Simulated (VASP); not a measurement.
# CaMg (Pm-3m) in VASP: a series of runs

CaMg is run at these levels: LDA; tasks: single point.

Everything below comes from runs of VASP 6.6.1. Logs are shortened: lines on timing, memory, paths and dates and some standing lists are left out, and cuts for length are marked.

### Step 1. The cell of the first run

Symmetry: Pm-3m, No. 221, cubic system. The conventional cell has a = 3.858 Å, b = 3.858 Å, c = 3.858 Å, α = 90.00°, β = 90.00°, γ = 90.00°. Within 4.4 Å of Ca (site symmetry m-3m) lie 8 Mg at 3.34 Å and 6 Ca at 3.86 Å. Mg (site symmetry m-3m) has 8 Ca at 3.34 Å and 6 Mg at 3.86 Å within 4.4 Å.

### Step 2. Single point, LDA

INCAR

```
PREC = Accurate
ENCUT = 520
EDIFF = 1E-6
ISMEAR = 0
SIGMA = 0.1
LREAL = F
LASPH = T
NELM = 80
ALGO = Normal
ISIF = 2
LWAVE = F
LCHARG = F
GGA = CA
NBANDS = 13
```

KPOINTS

```
Automatic mesh
0
Gamma
  10 10 10
```

POSCAR

```
CaMg
1.0
    3.8582716477      0.0000000000      0.0000000000
    0.0000000000      3.8582716477      0.0000000000
    0.0000000000      0.0000000000      3.8582716477
Ca Mg
1 1
Direct
    0.0000000000      0.0000000000      0.0000000000
    0.5000000000      0.5000000000      0.5000000000
```

Potentials or basis: VASP PAW LDA potentials, release 64 (Ca_sv, Mg).

Command:

```sh
> cat potpaw_LDA.64/Ca_sv/POTCAR potpaw_LDA.64/Mg/POTCAR > POTCAR
> mpirun -np 1 vasp_std > vasp.out
```

OUTCAR:

```text
PREC = Accurate
   ENCUT = 520
   EDIFF = 1E-6
   ISMEAR = 0
   LREAL = F
   LASPH = T
   NELM = 80
   ISIF = 2
   GGA = CA

 ion  position               nearest neighbor table
   1  0.000  0.000  0.000-   2 3.34   2 3.34   2 3.34   2 3.34   2 3.34   2 3.34   2 3.34   2 3.34

   2  0.500  0.500  0.500-   1 3.34   1 3.34   1 3.34   1 3.34   1 3.34   1 3.34   1 3.34   1 3.34

  LATTYP: Found a simple cubic cell.
 ALAT       =     3.8582716477

  Lattice vectors:

 A1 = (   3.8582716477,   0.0000000000,   0.0000000000)
 A2 = (   0.0000000000,   3.8582716477,   0.0000000000)
 A3 = (   0.0000000000,   0.0000000000,   3.8582716477)

Analysis of symmetry for initial positions (statically):
=====================================================================
 Subroutine PRICEL returns:
 Original cell was already a primitive cell.

 Routine SETGRP: Setting up the symmetry group for a
 simple cubic supercell.

 Subroutine GETGRP returns: Found 48 space group operations
 (whereof 48 operations were pure point group operations)
 out of a pool of 48 trial point group operations.

The static configuration has the point symmetry O_h .

Analysis of symmetry for dynamics (positions and initial velocities):
=====================================================================
 Subroutine PRICEL returns:
 Original cell was already a primitive cell.

 Routine SETGRP: Setting up the symmetry group for a
 simple cubic supercell.

 Subroutine GETGRP returns: Found 48 space group operations
 (whereof 48 operations were pure point group operations)
 out of a pool of 48 trial point group operations.

The dynamic configuration has the point symmetry O_h .

 Subroutine INISYM returns: Found 48 space group operations
 (whereof 48 operations are pure point group operations),
 and found     1 'primitive' translations

----------------------------------------------------------------------------------------

                                     Primitive cell

  volume of cell :      57.4352

  direct lattice vectors                    reciprocal lattice vectors
     3.858271648  0.000000000  0.000000000     0.259183409  0.000000000  0.000000000
     0.000000000  3.858271648  0.000000000     0.000000000  0.259183409  0.000000000
     0.000000000  0.000000000  3.858271648     0.000000000  0.000000000  0.259183409

  length of vectors
     3.858271648  3.858271648  3.858271648     0.259183409  0.259183409  0.259183409

  position of ions in fractional coordinates (direct lattice)
     0.000000000  0.000000000  0.000000000
     0.500000000  0.500000000  0.500000000

  ion indices of the primitive-cell ions
   primitive index   ion index
                 1           1
                 2           2

----------------------------------------------------------------------------------------

 KPOINTS: Automatic mesh

Automatic generation of k-mesh.
 Grid dimensions read from file:
 generate k-points for:   10   10   10

 Generating k-lattice:

  Cartesian coordinates                     Fractional coordinates (reciprocal lattice)
     0.025918341  0.000000000  0.000000000     0.100000000  0.000000000  0.000000000
     0.000000000  0.025918341  0.000000000     0.000000000  0.100000000  0.000000000
     0.000000000  0.000000000  0.025918341     0.000000000  0.000000000  0.100000000

  Length of vectors
     0.025918341  0.025918341  0.025918341

  Shift w.r.t. Gamma in fractional coordinates (k-lattice)
     0.000000000  0.000000000  0.000000000

 Subroutine IBZKPT returns following result:
 ===========================================

 Found     56 irreducible k-points:

 Following reciprocal coordinates:
            Coordinates               Weight
  0.000000  0.000000  0.000000      1.000000
  0.100000  0.000000  0.000000      6.000000
  0.200000  0.000000  0.000000      6.000000
  0.300000  0.000000  0.000000      6.000000
  0.400000  0.000000  0.000000      6.000000
  0.500000  0.000000  0.000000      3.000000
[... 16 lines left out ...]
  0.200000  0.100000  0.100000     24.000000
  0.300000  0.100000  0.100000     24.000000
 [... further k-points ...]
   k-points           NKPTS =     56   k-points in BZ     NKDIM =     56   number of bands    NBANDS=     13
   number of dos      NEDOS =    301   number of ions     NIONS =      2
   total plane-waves  NPLWV =  27000
   dimension x,y,z NGX =    30 NGY =   30 NGZ =   30
   dimension x,y,z NGXF=    60 NGYF=   60 NGZF=   60
   ions per type =               1   1
   NGX,Y,Z   is equivalent  to a cutoff of  12.93, 12.93, 12.93 a.u.
   NGXF,Y,Z  is equivalent  to a cutoff of  25.85, 25.85, 25.85 a.u.
 SYSTEM =  unknown system
   PREC   = accura    normal or accurate (medium, high low for compatibility)
   ISTART =      0    job   : 0-new  1-cont  2-samecut
   ICHARG =      2    charge: 1-file 2-atom 10-const
   ISPIN  =      1    spin polarized calculation?
   LNONCOLLINEAR =      F non collinear calculations
   LSORBIT =      F    spin-orbit coupling
   LASPH  =      T    aspherical Exc in radial PAW
   ENCUT  =  520.0 eV  38.22 Ry    6.18 a.u.   7.17  7.17  7.17*2*pi/ulx,y,z
   NELM   =     80;   NELMIN=  2; NELMDL= -5     # of ELM steps
   EDIFF  = 0.1E-05   stopping-criterion for ELM
   LREAL  =      F    real-space projection
   EDIFFG = 0.1E-04   stopping-criterion for IOM
   NSW    =      0    number of steps for IOM
   IBRION =     -1    ionic relax: 0-MD 1-quasi-New 2-CG
   NFREE  =      0    steps in history (QN), initial steepest desc. (CG)
   ISIF   =      2    stress and relaxation
   ISYM   =      2    0-nonsym 1-usesym 2-fastsym
   POTIM  = 0.5000    time-step for ionic-motion
   TEBEG  =    0.0;   TEEND  =   0.0 temperature during run
   PSTRESS=    0.0 pullay stress
   NELECT =      12.0000    total number of electrons
   NUPDOWN=      -1.0000    fix difference up-down
   EMIN   =  10.00;   EMAX   =-10.00  energy-range for DOS
   EFERMI =   0.00;   METHOD = LEGACY
   ISMEAR =     0;   SIGMA  =   0.10  broadening in eV -4-tet -1-fermi 0-gaus
   EFERMI_NEDOS =   21; number of points for ismear=-14 and -15
   IALGO  =     38    algorithm
   IMIX   =      4    mixing-type and parameters
     AMIX     =   0.40;   BMIX     =  1.00
     AMIX_MAG =   1.60;   BMIX_MAG =  1.00
  volume/ion in A,a.u.               =      28.72       193.80
  Fermi-wavevector in a.u.,A,eV,Ry     =   0.971425  1.835726 12.839353  0.943666
  Thomas-Fermi vector in A             =   2.101641
   LORBIT       =      0    0 simple, 1 ext, 2 COOP (PROOUT), +10 PAW based schemes
   GGA     = CA    functional components
   LHFCALC =     F    Hartree Fock is set to
   AEXX    =    0.0000 exact exchange contribution
   IVDW    =     0    specifies the selected vdW correction
   LEPSILON=     F    determine dielectric tensor
   LRPA    =     F    only Hartree local field effects (RPA)
 non-spin polarized calculation
 Gauss-broadening in eV      SIGMA  =   0.10
  energy-cutoff  :      520.00
  volume of cell :       57.44
 maximum number of plane-waves:      1568
 NGX is ok and might be reduce to    30
   NGX = 15   NGY = 15   NGZ = 15

 number of electron      12.0000003 magnetization

 Free energy of the ion-electron system (eV)
  ---------------------------------------------------
  ext. energy  EPLUGINS =         0.00000000
  ---------------------------------------------------
  free energy    TOTEN  =        -4.28954577 eV

  energy without entropy =       -4.28230548  energy(sigma->0) =       -4.28592563

 E-fermi :   2.3275     XC(G=0):  -8.6616

 val. band max:        2.2872165329   @ k =   0.3000   0.3000   0.1000
 cond. band min:       2.3388956908   @ k =   0.5000   0.4000   0.2000
 fundamental gap:      0.0516791579
 Fermi energy:         2.3274886479

 k-point     1 :       0.0000    0.0000    0.0000
  band No.  band energies     occupation
      1     -38.4842      2.00000
      2     -19.7634      2.00000
      3     -19.7634      2.00000
      4     -19.7634      2.00000
      5      -2.9685      2.00000
      6       3.2894      0.00000
      7       3.2894      0.00000
      8       6.2903      0.00000
      9       6.2903      0.00000
     10       6.2903      0.00000
     11       6.6890      0.00000
     12       6.6890      0.00000
     13       6.6890      0.00000

 k-point     2 :       0.1000    0.0000    0.0000
  band No.  band energies     occupation
      1     -38.4836      2.00000
      2     -19.7730      2.00000
      3     -19.7625      2.00000
      4     -19.7625      2.00000
      5      -2.8567      2.00000
      6       3.1383      0.00000
      7       3.3489      0.00000
      8       5.8624      0.00000
      9       5.8624      0.00000
     10       6.3080      0.00000
     11       6.4187      0.00000
     12       7.1859      0.00000
     13       7.1859      0.00000

 k-point     3 :       0.2000    0.0000    0.0000
  band No.  band energies     occupation
      1     -38.4820      2.00000
      2     -19.7982      2.00000
      3     -19.7603      2.00000
      4     -19.7603      2.00000
      5      -2.5265      2.00000
      6       2.5872      0.00024
      7       3.5165      0.00000
      8       5.3741      0.00000
      9       5.3741      0.00000
     10       6.2011      0.00000
     11       6.3551      0.00000
     12       7.8895      0.00000
     13       7.8895      0.00000
[... 305 lines left out ...]
 k-point    23 :       0.2000    0.1000    0.1000
  band No.  band energies     occupation
      1     -38.4808      2.00000
      2     -19.7962      2.00000
      3     -19.7694      2.00000
      4     -19.7685      2.00000
      5      -2.3130      2.00000
      6       2.7140      0.00000
      7       3.3465      0.00000
      8       4.8156      0.00000
      9       5.2795      0.00000
     10       5.8892      0.00000
     11       6.8063      0.00000
     12       7.7647      0.00000
     13       7.8276      0.00000

 k-point    24 :       0.3000    0.1000    0.1000
  band No.  band energies     occupation
      1     -38.4789      2.00000
      2     -19.8268      2.00000
      3     -19.7665      2.00000
      4     -19.7657      2.00000
      5      -1.7914      2.00000
      6       1.8284      2.00000
      7       3.5874      0.00000
      8       4.7447      0.00000
      9       4.8407      0.00000
     10       5.9956      0.00000
     11       6.7236      0.00000
     12       8.2601      0.00000
     13       8.4543      0.00000

 [... further k-points ...]
[... 5 lines left out ...]
  --------------------------------------------------------------------------------------
  -------------------------------------------------------------------------------------
  Total       -0.0493844     -0.0493844     -0.0493844      0.0000000     -0.0000000      0.0000000
  in kB       -1.3775957     -1.3775957     -1.3775957      0.0000000     -0.0000000      0.0000000
  external PRESSURE =      -1.3775957 kB  Pullay stress =       0.0000000 kB

 VOLUME and BASIS-vectors are now :
 -----------------------------------------------------------------------------
  energy-cutoff  :      520.00
  volume of cell :       57.44
      direct lattice vectors                 reciprocal lattice vectors
     3.858271648  0.000000000  0.000000000     0.259183409  0.000000000  0.000000000
     0.000000000  3.858271648  0.000000000     0.000000000  0.259183409  0.000000000
     0.000000000  0.000000000  3.858271648     0.000000000  0.000000000  0.259183409

 POSITION                                       TOTAL-FORCE (eV/Angst)
 -----------------------------------------------------------------------------------
      0.00000      0.00000      0.00000         0.000000      0.000000      0.000000
      1.92914      1.92914      1.92914         0.000000      0.000000      0.000000
 -----------------------------------------------------------------------------------
    total drift:                                0.000000     -0.000000     -0.000000

  FREE ENERGIE OF THE ION-ELECTRON SYSTEM (eV)
  ---------------------------------------------------
  free  energy   TOTEN  =        -4.2895457710 eV

  energy  without entropy=       -4.2823054839  energy(sigma->0) =       -4.28592563
```

Run time: 12 s. Hardware: 1 thread of Intel Xeon 6975P-C (Granite Rapids), shared host; peak memory 0.18 GiB.

What came out:

```
Free energy            : -4.2895 eV
Pressure               : -0.1 GPa
Band gap on the k mesh : zero (band 6 reaches 3.29 eV, above the bottom of band 7 at 1.97 eV)
```

Levels at points of the mesh, in eV from the Fermi level:
```
           k point  band 2  band 3  band 4  band 5  band 6  band 7  band 8  band 9  band 10  band 11
(0.00, 0.00, 0.00)  -22.09  -22.09  -22.09   -5.30    0.96    0.96    3.96    3.96     3.96     4.36
(0.50, 0.00, 0.00)  -22.19  -22.08  -22.08   -2.93   -2.48    1.75    2.35    2.35     4.16     4.78
(0.50, 0.50, 0.00)  -22.18  -22.18  -22.07   -1.93   -0.20   -0.20    0.35    2.92     2.92     4.80
(0.50, 0.50, 0.50)  -22.17  -22.17  -22.17   -0.36   -0.36   -0.36    1.66    2.99     2.99     2.99
```

### Step 3. Single point, LDA

INCAR

```
ALGO = Normal
EDIFF = 1E-7
ENCUT = 520
ISIF = 2
ISMEAR = 0
LASPH = T
LCHARG = F
LREAL = F
LWAVE = F
NBANDS = 13
NELM = 80
PREC = Accurate
SIGMA = 0.15
```

KPOINTS

```
k-points
0
Gamma
  12 12 12
```

POSCAR is that of step 2.

Potentials or basis: VASP PAW LDA potentials, release 64 (Ca_sv, Mg).

Command:

```sh
> cat potpaw_LDA.64/Ca_sv/POTCAR potpaw_LDA.64/Mg/POTCAR > POTCAR
> mpirun -np 1 vasp_std > vasp.out
```

OUTCAR:

```text
EDIFF = 1E-7
   ENCUT = 520
   ISIF = 2
   ISMEAR = 0
   LASPH = T
   LREAL = F
   NELM = 80
   PREC = Accurate

 ion  position               nearest neighbor table
   1  0.000  0.000  0.000-   2 3.34   2 3.34   2 3.34   2 3.34   2 3.34   2 3.34   2 3.34   2 3.34

   2  0.500  0.500  0.500-   1 3.34   1 3.34   1 3.34   1 3.34   1 3.34   1 3.34   1 3.34   1 3.34

  LATTYP: Found a simple cubic cell.
 ALAT       =     3.8582716477

  Lattice vectors:

 A1 = (   3.8582716477,   0.0000000000,   0.0000000000)
[... 562 lines left out ...]
      8       3.8816      0.00000
      9       5.1183      0.00000
     10       5.4595      0.00000
     11       7.0398      0.00000
     12       7.5095      0.00000
     13       8.6211      0.00000

 [... further k-points ...]
[... 5 lines left out ...]
  --------------------------------------------------------------------------------------
  -------------------------------------------------------------------------------------
  Total       -0.0409675     -0.0409675     -0.0409675     -0.0000000      0.0000000     -0.0000000
  in kB       -1.1428031     -1.1428031     -1.1428031     -0.0000000      0.0000000     -0.0000000
  external PRESSURE =      -1.1428031 kB  Pullay stress =       0.0000000 kB

 VOLUME and BASIS-vectors are now :
 -----------------------------------------------------------------------------
  energy-cutoff  :      520.00
  volume of cell :       57.44
      direct lattice vectors                 reciprocal lattice vectors
     3.858271648  0.000000000  0.000000000     0.259183409  0.000000000  0.000000000
     0.000000000  3.858271648  0.000000000     0.000000000  0.259183409  0.000000000
     0.000000000  0.000000000  3.858271648     0.000000000  0.000000000  0.259183409

 POSITION                                       TOTAL-FORCE (eV/Angst)
 -----------------------------------------------------------------------------------
      0.00000      0.00000      0.00000         0.000000      0.000000      0.000000
      1.92914      1.92914      1.92914         0.000000      0.000000      0.000000
 -----------------------------------------------------------------------------------
    total drift:                                0.000000     -0.000000     -0.000000

  FREE ENERGIE OF THE ION-ELECTRON SYSTEM (eV)
  ---------------------------------------------------
  free  energy   TOTEN  =        -4.2912815286 eV

  energy  without entropy=       -4.2720976782  energy(sigma->0) =       -4.28168960
```

stdout:

```text
POSCAR found type information on POSCAR CaMg
 POSCAR found :  2 types and       2 ions
 scaLAPACK will be used
 LDA part: xc-table for (Slater(with rela. corr.)+CA(PZ))
 , standard interpolation
 POSCAR, INCAR and KPOINTS ok, starting setup
 FFT: planning ... GRIDC
 FFT: planning ... GRID_SOFT
 FFT: planning ... GRID
 WAVECAR not read
 entering main loop
```

Run time: 19 s. Hardware: 1 thread of Intel Xeon 6975P-C (Granite Rapids), shared host; peak memory 0.2 GiB.

Results:

| Item | Value |
| --- | --- |
| Free energy | -4.2913 eV |
| Pressure | -0.1 GPa |
| Band gap on the k mesh | zero (band 6 reaches 3.29 eV, above the bottom of band 7 at 1.97 eV) |

Levels at points of the mesh, in eV from the Fermi level:
| k point | band 2 | band 3 | band 4 | band 5 | band 6 | band 7 | band 8 | band 9 | band 10 | band 11 |
| --- | --- | --- | --- | --- | --- | --- | --- | --- | --- | --- |
| (0.00, 0.00, 0.00) | -22.12 | -22.12 | -22.12 | -5.32 | 0.93 | 0.93 | 3.93 | 3.93 | 3.93 | 4.33 |
| (0.50, 0.00, 0.00) | -22.22 | -22.11 | -22.11 | -2.96 | -2.51 | 1.72 | 2.32 | 2.32 | 4.13 | 4.75 |
| (0.50, 0.50, 0.00) | -22.21 | -22.21 | -22.10 | -1.96 | -0.23 | -0.23 | 0.32 | 2.89 | 2.89 | 4.77 |
| (0.50, 0.50, 0.50) | -22.19 | -22.19 | -22.19 | -0.39 | -0.39 | -0.39 | 1.63 | 2.96 | 2.96 | 2.96 |

### Step 4. Single point, LDA

INCAR

```
  PREC = Accurate
  ENCUT = 520
  EDIFF = 1E-6
  ISMEAR = 0
  SIGMA = 0.15
  LREAL = False
  LASPH = True
  NELM = 100
  ALGO = Normal
  ISIF = 2
  LWAVE = False
  LCHARG = False
  NBANDS = 13
```

KPOINTS

```
Automatic mesh
0
Gamma
  14 14 14
```

POSCAR is that of step 3.

Command:

```sh
> cat potpaw_LDA.64/Ca_sv/POTCAR potpaw_LDA.64/Mg/POTCAR > POTCAR
> mpirun -np 1 vasp_std > vasp.out
```

It took 25 s on 1 thread of Intel Xeon 6975P-C (Granite Rapids), shared host; peak memory 0.22 GiB.

Results (log left out):

- Free energy: -4.2923 eV
- Pressure: -0.1 GPa
- Band gap on the k mesh: zero (band 6 reaches 3.29 eV, above the bottom of band 7 at 1.97 eV)

Levels at points of the mesh, in eV from the Fermi level:
```tsv
k point	band 2	band 3	band 4	band 5	band 6	band 7	band 8	band 9	band 10	band 11
(0.00, 0.00, 0.00)	-22.12	-22.12	-22.12	-5.32	0.93	0.93	3.93	3.93	3.93	4.33
(0.50, 0.00, 0.00)	-22.22	-22.11	-22.11	-2.96	-2.51	1.72	2.32	2.32	4.13	4.75
(0.50, 0.50, 0.00)	-22.21	-22.21	-22.10	-1.96	-0.23	-0.23	0.32	2.89	2.89	4.77
(0.50, 0.50, 0.50)	-22.20	-22.20	-22.20	-0.39	-0.39	-0.39	1.63	2.96	2.96	2.96
```

### Step 5. Summary

```csv
k mesh,smearing,gap on the mesh (eV),pressure (GPa)
10 × 10 × 10,gaussian 0.1 eV,none,-0.1
12 × 12 × 12,gaussian 0.15 eV,none,-0.1
14 × 14 × 14,gaussian 0.15 eV,none,-0.1
```

Alike in all rows: task single point; level LDA; potentials or basis VASP PAW LDA potentials, release 64 (Ca_sv, Mg); no spin polarisation; cell a = 3.858 Å, 2 atoms; cutoff (eV) 520.

Every run on the cell as given and a fine mesh finds a metal.

Absolute energies hang on the potentials; compare differences alone.
